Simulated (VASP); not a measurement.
# BN in VASP: notebook, part 3 of 3

VASP 6.6.1.

## (5) Electric field gradients, LDA (equal xx and yy strain of +2 %)

Contents of INCAR:

```
SYSTEM = BN
PREC = Accurate ; ENCUT = 520
EDIFF = 1E-8 ; ISMEAR = -1
SIGMA = 0.02 ; LREAL = .FALSE.
LASPH = .TRUE. ; NELM = 80
ALGO = Normal ; ISIF = 2
LWAVE = .FALSE. ; LCHARG = .FALSE.
LEFG = .TRUE. ; NBANDS = 11
```

Contents of KPOINTS:

```
Automatic mesh
0
G
  11 11 11
  0 0 0
```

Contents of POSCAR:

```
BN
1.0
    0.0000000000      1.8436500000      1.8075000000
    1.8436500000      0.0000000000      1.8075000000
    1.8436500000      1.8436500000      0.0000000000
B N
1 1
Direct
    0.0000000000      0.0000000000      0.0000000000
    0.7500000000      0.7500000000      0.7500000000
```

Potentials or basis: VASP PAW LDA potentials, release 64 (B, N).

Command:

```sh
cat potpaw_LDA.64/B/POTCAR potpaw_LDA.64/N/POTCAR > POTCAR
mpirun -np 1 vasp_std > vasp.out
```

OUTCAR:

```text
SYSTEM = BN
   PREC = Accurate
   ENCUT = 520
   EDIFF = 1E-8
   ISMEAR = -1
   LREAL = .FALSE.
   LASPH = .TRUE.
   NELM = 80
   ISIF = 2

 ion  position               nearest neighbor table
   1  0.000  0.000  0.000-   2 1.59   2 1.59   2 1.59   2 1.59
   2  0.750  0.750  0.750-   1 1.59   1 1.59   1 1.59   1 1.59

  LATTYP: Found a body centered tetragonal cell.
 ALAT       =     2.6073148343
 C/A-ratio  =     1.3864838847

  Lattice vectors:

 A1 = (   0.0000000000,  -1.8436500000,  -1.8075000000)
 A2 = (   0.0000000000,   1.8436500000,  -1.8075000000)
 A3 = (   1.8436500000,   0.0000000000,   1.8075000000)

Analysis of symmetry for initial positions (statically):
=====================================================================
 Subroutine PRICEL returns:
 Original cell was already a primitive cell.

 Routine SETGRP: Setting up the symmetry group for a
[... 524 lines left out ...]
  energy-cutoff  :      520.00
  volume of cell :       12.29
      direct lattice vectors                 reciprocal lattice vectors
     0.000000000  1.843650000  1.807500000    -0.271201150  0.271201150  0.276625173
     1.843650000  0.000000000  1.807500000     0.271201150 -0.271201150  0.276625173
     1.843650000  1.843650000  0.000000000     0.271201150  0.271201150 -0.276625173

 POSITION                                       TOTAL-FORCE (eV/Angst)
 -----------------------------------------------------------------------------------
      0.00000      0.00000      0.00000         0.000000      0.000000     -0.000000
      2.76547      2.76547      2.71125        -0.000000     -0.000000      0.000000
 -----------------------------------------------------------------------------------
    total drift:                                0.000001      0.000001     -0.000001

  FREE ENERGIE OF THE ION-ELECTRON SYSTEM (eV)
  ---------------------------------------------------
  free  energy   TOTEN  =       -19.3487327321 eV

  energy  without entropy=      -19.3487327321  energy(sigma->0) =      -19.34873273

 Electric field gradients (V/A^2)
---------------------------------------------------------------------
 ion       V_xx      V_yy      V_zz      V_xy      V_xz      V_yz
---------------------------------------------------------------------
   1      -0.351    -0.351     0.702     0.000     0.000     0.000
   2       1.541     1.541    -3.082    -0.000    -0.001    -0.001
---------------------------------------------------------------------

 Electric field gradients after diagonalization (V/A^2)
 (convention: |V_zz| > |V_xx| > |V_yy|)
----------------------------------------------------------------------
 ion       V_xx      V_yy      V_zz     asymmetry (V_yy - V_xx)/ V_zz
----------------------------------------------------------------------
   1      -0.351    -0.351     0.702       0.000
   2       1.541     1.541    -3.082       0.000
----------------------------------------------------------------------

           NMR quadrupolar parameters

 Cq : quadrupolar parameter    Cq=e*Q*V_zz/h
 eta: asymmetry parameters     (V_yy - V_xx)/ V_zz
 Q  : nuclear electric quadrupole moment in mb (millibarn)
----------------------------------------------------------------------
 ion       Cq(MHz)       eta       Q (mb)
----------------------------------------------------------------------
   1       0.002       0.000       1.000
   2      -0.007       0.000       1.000
----------------------------------------------------------------------
```

OSZICAR:

```text
N       E                     dE             d eps       ncg     rms          rms(c)
DAV:   1     0.715996861900E+01    0.71600E+01   -0.48793E+03  2868   0.715E+02
DAV:   2    -0.199364991787E+02   -0.27096E+02   -0.26322E+02  3314   0.151E+02
DAV:   3    -0.204090643141E+02   -0.47257E+00   -0.47155E+00  3228   0.162E+01
DAV:   4    -0.204095888657E+02   -0.52455E-03   -0.52454E-03  2994   0.672E-01
DAV:   5    -0.204095893890E+02   -0.52336E-06   -0.52313E-06  3171   0.203E-02    0.630E+00
DAV:   6    -0.194737959650E+02    0.93579E+00   -0.33170E+00  2790   0.100E+01    0.296E+00
DAV:   7    -0.193794049363E+02    0.94391E-01   -0.67716E-02  3159   0.217E+00    0.173E+00
DAV:   8    -0.193489090115E+02    0.30496E-01   -0.41992E-02  3009   0.138E+00    0.159E-01
DAV:   9    -0.193487491875E+02    0.15982E-03   -0.97551E-04  3054   0.258E-01    0.794E-02
DAV:  10    -0.193487322685E+02    0.16919E-04   -0.51079E-05  3057   0.647E-02    0.141E-02
DAV:  11    -0.193487327715E+02   -0.50302E-06   -0.12665E-06  3114   0.788E-03    0.647E-03
DAV:  12    -0.193487327314E+02    0.40125E-07   -0.39583E-07  3036   0.355E-03    0.139E-04
DAV:  13    -0.193487327321E+02   -0.72140E-09   -0.55467E-09  1593   0.680E-04
   1 F= -.19348733E+02 E0= -.19348733E+02  d E =-.566754E-14
```

stdout:

```text
POSCAR found type information on POSCAR B N
 POSCAR found :  2 types and       2 ions
 scaLAPACK will be used
 LDA part: xc-table for (Slater(with rela. corr.)+CA(PZ))
 , standard interpolation
 POSCAR, INCAR and KPOINTS ok, starting setup
 FFT: planning ... GRIDC
 FFT: planning ... GRID_SOFT
 FFT: planning ... GRID
 WAVECAR not read
 entering main loop
ion   1

ion   2
```

Run time: 13 s. Hardware: 1 thread of AMD EPYC 7R13 (Zen 3), shared host; peak memory 0.09 GiB.

What came out:

| Quantity | Value |
| --- | --- |
| Free energy | -19.3487 eV |
| Pressure | -23.5 GPa |
| Band gap on the k mesh | 4.06 eV, indirect (least direct gap 8.28 eV) |

Stress tensor (GPa, compression positive):
```
-27.34   0.00   0.00
  0.00 -27.34   0.00
  0.00   0.00 -15.92
```

Electric field gradients, principal values (V/Å²):
| atom | least | middle | greatest (by size) |
| --- | --- | --- | --- |
| 1 B | -0.351 | -0.351 | 0.702 |
| 2 N | 1.541 | 1.541 | -3.082 |

Caveat: the cell differs from its parent crystal (equal xx and yy strain of +2 %); without QUAD_EFG the Cq values of the log hold for a quadrupole moment of 1 mb, not for the nuclei. A k mesh can miss the band edges.

## (6) Electric field gradients, LDA (equal xx and yy strain of +2 %)

Contents of INCAR:

```
SYSTEM = BN
  ALGO = Normal
  EDIFF = 1E-8
  ENCUT = 520
  GGA = CA
  ISIF = 2
  ISMEAR = -1
  LASPH = .True.
  LCHARG = .False.
  LEFG = .True.
  LREAL = .False.
  LWAVE = .False.
  NBANDS = 11
  NELM = 100
  PREC = Accurate
  SIGMA = 0.02
```

Contents of KPOINTS:

```
k-points
0
Gamma
  11 11 11
  0 0 0
```

POSCAR is that of step 5.

Potentials or basis: VASP PAW LDA potentials, release 64 (B, N).

Command:

```sh
cat potpaw_LDA.64/B/POTCAR potpaw_LDA.64/N/POTCAR > POTCAR
mpirun -np 1 vasp_std > vasp.out
```

OUTCAR:

```text
SYSTEM = BN
   EDIFF = 1E-8
   ENCUT = 520
   GGA = CA
   ISIF = 2
   ISMEAR = -1
   LASPH = .True.
   LREAL = .False.
   NELM = 100
   PREC = Accurate

 ion  position               nearest neighbor table
   1  0.000  0.000  0.000-   2 1.59   2 1.59   2 1.59   2 1.59
   2  0.750  0.750  0.750-   1 1.59   1 1.59   1 1.59   1 1.59

  LATTYP: Found a body centered tetragonal cell.
 ALAT       =     2.6073148343
 C/A-ratio  =     1.3864838847

  Lattice vectors:

 A1 = (   0.0000000000,  -1.8436500000,  -1.8075000000)
[... 549 lines left out ...]
  free  energy   TOTEN  =       -19.3487327321 eV

  energy  without entropy=      -19.3487327321  energy(sigma->0) =      -19.34873273

 Electric field gradients (V/A^2)
---------------------------------------------------------------------
 ion       V_xx      V_yy      V_zz      V_xy      V_xz      V_yz
---------------------------------------------------------------------
   1      -0.351    -0.351     0.702     0.000     0.000     0.000
   2       1.541     1.541    -3.082    -0.000    -0.001    -0.001
---------------------------------------------------------------------

 Electric field gradients after diagonalization (V/A^2)
 (convention: |V_zz| > |V_xx| > |V_yy|)
----------------------------------------------------------------------
 ion       V_xx      V_yy      V_zz     asymmetry (V_yy - V_xx)/ V_zz
----------------------------------------------------------------------
   1      -0.351    -0.351     0.702       0.000
   2       1.541     1.541    -3.082       0.000
----------------------------------------------------------------------

           NMR quadrupolar parameters

 Cq : quadrupolar parameter    Cq=e*Q*V_zz/h
 eta: asymmetry parameters     (V_yy - V_xx)/ V_zz
 Q  : nuclear electric quadrupole moment in mb (millibarn)
----------------------------------------------------------------------
 ion       Cq(MHz)       eta       Q (mb)
----------------------------------------------------------------------
   1       0.002       0.000       1.000
   2      -0.007       0.000       1.000
----------------------------------------------------------------------
```

stdout:

```text
POSCAR found type information on POSCAR B N
 POSCAR found :  2 types and       2 ions
 scaLAPACK will be used
 LDA part: xc-table for (Slater(with rela. corr.)+CA(PZ))
 , standard interpolation
 POSCAR, INCAR and KPOINTS ok, starting setup
 FFT: planning ... GRIDC
 FFT: planning ... GRID_SOFT
 FFT: planning ... GRID
 WAVECAR not read
 entering main loop
ion   1

ion   2
```

Run time: 19 s. Hardware: 1 thread of AMD EPYC 7R13 (Zen 3), shared host; peak memory 0.09 GiB.

What came out:

```yaml
Free_energy: -19.3487 eV
Pressure: -23.5 GPa
Band_gap_on_the_k_mesh: 4.06 eV, indirect (least direct gap 8.28 eV)
```

Stress tensor (GPa, compression positive):
```
-27.34   0.00   0.00
  0.00 -27.34   0.00
  0.00   0.00 -15.92
```

Levels at points of the mesh, in eV from the valence-band top:
```tsv
k point	band 2	band 3	band 4	band 5	band 6	band 7
(0.00, 0.00, 0.00)	-0.19	-0.19	0.00	8.28	8.42	8.42
```

Electric field gradients, principal values (V/Å²):
```tsv
atom	least	middle	greatest (by size)
1 B	-0.351	-0.351	0.702
2 N	1.541	1.541	-3.082
```

Caveat: the cell differs from its parent crystal (equal xx and yy strain of +2 %); without QUAD_EFG the Cq values of the log hold for a quadrupole moment of 1 mb, not for the nuclei.

## (7) The runs side by side

```csv
cell,gap on the mesh (eV),pressure (GPa)
"a = 2.573 Å, angles 60.0°, 2 atoms",4.42,-17.1
"a = 2.606 Å, angles 60.0°, 2 atoms",4.37,-29.2
"a = 2.569, b = 2.569, c = 2.582 Å, angles 59.8, 59.8, 60.3°, 2 atoms",4.25,-17.1
"a = 2.582, b = 2.582, c = 2.607 Å, angles 59.7, 59.7, 60.7°, 2 atoms",4.06,-23.5
```

Alike in all rows: task electric field gradients; level LDA; potentials or basis VASP PAW LDA potentials, release 64 (B, N); no spin polarisation; k mesh 11 × 11 × 11; cutoff (eV) 520; smearing fermi-dirac 0.02 eV.

Total energies depend on the potentials used, so only differences within one code and one set of settings carry meaning.
